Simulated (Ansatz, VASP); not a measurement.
**One calculation of ZnS, two programs**

The input INCAR:

```
ALGO = Normal
EDIFF = 1E-6
EDIFFG = -0.01
ENCUT = 600
GGA = PS
IBRION = 2
ISIF = 3
ISMEAR = -1
LASPH = T
LCHARG = F
LREAL = F
LWAVE = F
NELM = 100
NSW = 80
PREC = Accurate
SIGMA = 0.02
```

File KPOINTS:

```
k-points
0
Gamma
  12 12 4
```

Contents of POSCAR:

```
ZnS
1.0
    3.8110000000      0.0000000000      0.0000000000
   -1.9055000000      3.3004228100      0.0000000000
    0.0000000000      0.0000000000      6.2340000000
Zn S
2 2
Direct
    0.3333333300      0.6666666700      0.0000000000
    0.6666666700      0.3333333300      0.5000000000
    0.3333333300      0.6666666700      0.3850000000
    0.6666666700      0.3333333300      0.8850000000
```

Input for Ansatz:

```yaml
crystal:
  lattice:
    - [3.811, 0.0, 0.0]
    - [-1.9055, 3.30042281, 0.0]
    - [0.0, 0.0, 6.234]
  atoms:
    - { symbol: Zn, position: [0.33333333, 0.66666667, 0.0] }
    - { symbol: Zn, position: [0.66666667, 0.33333333, 0.5] }
    - { symbol: S, position: [0.33333333, 0.66666667, 0.385] }
    - { symbol: S, position: [0.66666667, 0.33333333, 0.885] }
  symmetry: { tolerance: 0.0003 }
hamiltonian:
  xc: pbesol
  pseudopotentials: { kind: paw, azcp: { folder: soft_1 } }
basis:
  ecutwfc: 420
magnetization:
  spin_polarized: false
scf:
  occupations: { method: fermi_dirac, width: 0.02 }
kpoints:
  mp_grid: { grid: [12, 12, 4], shift: [0, 0, 0] }
output:
  forces: true
  stress: true
  eigenvalues: true
relax:
  max_steps: 60
  cell: {}
```

Alike in both runs: task relaxation of cell and atoms; functional PBEsol; k mesh 12 × 12 × 4; occupations fermi-dirac, width 0.02 eV; no spin polarisation.

|  | VASP | Ansatz |
| --- | --- | --- |
| version | VASP 6.6.1 | Ansatz 0.2.0 |
| potentials or method | VASP PAW PBE potentials, release 64 (Zn, S), cutoff 600 eV | PAW plane waves |
| valence electrons in the cell | 36 | 36 |

```tsv
	VASP	Ansatz	Ansatz less VASP
gap on the k mesh at the Fermi level, each at its own relaxed structure (eV)	2.15	2.15	-0.001
relaxed volume (Å³/atom)	19.28	19.23	-0.051
relaxed cell length with the largest relative difference (Å)	3.786	3.782	-0.0040
```

VASP's potentials were made for PBE, not for PBEsol, and Ansatz warns of the same on its side.
